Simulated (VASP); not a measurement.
Set up this calculation in VASP 6.6.1, as the native input.

| Item | Value |
| --- | --- |
| Task | single point |
| Functional | PBE |
| Potentials or basis | VASP PAW PBE potentials, release 64 (Bi_d) |
| Cutoff | 520 eV |
| k mesh | 6 × 6 × 6 |
| Occupations | methfessel-paxton, width 0.1 eV |
| Spin | no spin polarisation |
| Dipole correction | no |
| Further INCAR settings | ALGO = Normal; EDIFF = 1e-06; NBANDS = 22 |

The structure of Bi lies in POSCAR:

```
Bi
1.0
    2.2675000000      1.3091417354      3.9380000000
   -2.2675000000      1.3091417354      3.9380000000
    0.0000000000     -2.6182834708      3.9380000000
Bi
2
Direct
    0.7660000000      0.7660000000      0.7660000000
    0.2340000000      0.2340000000      0.2340000000
```

The input as run:

INCAR

```
PREC = Accurate
ENCUT = 520
EDIFF = 1E-6
ISMEAR = 1
SIGMA = 0.1
LREAL = False
LASPH = True
NELM = 100
ALGO = Normal
ISIF = 2
LWAVE = False
LCHARG = True
GGA = PE
LELF = True
LVHAR = True
NBANDS = 22
```

KPOINTS

```
regular mesh
0
Gamma
  6 6 6
```

Potentials or basis: VASP PAW PBE potentials, release 64 (Bi_d).

The run is started by

```bash
$ cat potpaw_PBE.64/Bi_d/POTCAR > POTCAR
$ mpirun -np 1 vasp_std > vasp.out
```

It gave:

- Pressure: 2.1 GPa
- Largest force: 0.127 eV/Å
- Band gap on the k mesh: zero (band 15 reaches 6.27 eV, above the bottom of band 16 at 6.12 eV)

Caveat: spin-orbit coupling is left out, which moves the levels of the heavy elements.

Run time: 23 s on 1 thread of Intel(R) Xeon(R) Platinum 8488C (Sapphire Rapids), with other jobs on the host, peak memory 0.21 GiB.
